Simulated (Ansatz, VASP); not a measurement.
**InAs in VASP and in Ansatz**

The input POSCAR:

```
InAs
1.0
    0.0000000000      3.0545905078      2.9901386481
    3.0545905078      0.0000000000      2.9901386481
    3.0545905078      3.0545905078      0.0000000000
In As
1 1
Direct
    0.0000000000      0.0000000000      0.0000000000
    0.2500000000      0.2500000000      0.2500000000
```

The input INCAR.step1:

```
ALGO = Normal
EDIFF = 1E-5
ENCUT = 520
GGA = PE
ISIF = 2
ISMEAR = -1
KPAR = 4
LASPH = T
LCHARG = F
LREAL = F
LWAVE = T
NBANDS = 16
NELM = 80
PREC = Accurate
SIGMA = 0.02
```

File INCAR.step2:

```
ALGO = Normal
EDIFF = 1E-7
ENCUT = 520
GGA = PE
HFSCREEN = 0.2079
ISIF = 2
ISMEAR = -1
ISTART = 1
KPAR = 4
LASPH = T
LCHARG = F
LHFCALC = T
LREAL = F
LWAVE = F
NBANDS = 16
NELM = 80
PREC = Accurate
PRECFOCK = Normal
SIGMA = 0.02
```

File KPOINTS:

```
k-points
0
Gamma
  6 6 6
```

Input for Ansatz:

```yaml
crystal:
  lattice:
    - [0.0, 3.0545905078, 2.9901386481]
    - [3.0545905078, 0.0, 2.9901386481]
    - [3.0545905078, 3.0545905078, 0.0]
  atoms:
    - { symbol: In, position: [0.0, 0.0, 0.0] }
    - { symbol: As, position: [0.25, 0.25, 0.25] }
kpoints:
  mp_grid: { grid: [6, 6, 6] }
  band_path:
    path:
      - [0.0, 0.0, 0.0]
      - [-0.5, -0.5, 0.0]
      - [-0.375, -0.375, 0.25]
      - [-0.375, 0.0, 0.375]
      - [0.0, 0.0, 0.5]
      - [-0.5, -0.25, 0.25]
    npoints: 1
hamiltonian:
  xc: hse06
scf:
  occupations: { method: fermi_dirac, width: 0.02 }
  n_extra_bands: 4
output:
  forces: true
  stress: true
  eigenvalues: true
  write_density: true
  write_potential: true
  elf: true
  volumetric_format: npy
```

Change from the starting cell: uniaxial_z strain -2.1%.

Alike in both runs: task single point; functional HSE06; k mesh 6 × 6 × 6; occupations fermi-dirac, width 0.02 eV; no spin polarisation.

|  | VASP | Ansatz |
| --- | --- | --- |
| version | VASP 6.6.1 | Ansatz 0.2.0 |
| potentials or method | VASP PAW PBE potentials, release 64 (In_d, As) | plane waves, PAW |
| plane-wave cutoff (eV) | 520 | 420 |
| valence electrons in the cell | 18 | 28 |

|  | VASP | Ansatz | Ansatz less VASP |
| --- | --- | --- | --- |
| pressure (GPa) | 1.1 | 1.2 | +0.16 |
| traceless stress, the component that is largest in VASP (GPa) | 0.54 | 0.54 | -0.002 |

With one functional, cell and mesh, what is left measures potentials, basis and numerics. VASP's potentials hold 18 valence electrons a cell and Ansatz's 28, so a difference there can come from the potentials and not from the codes. Ansatz's warnings: stress exchange threshold loose, stress scf threshold loose.
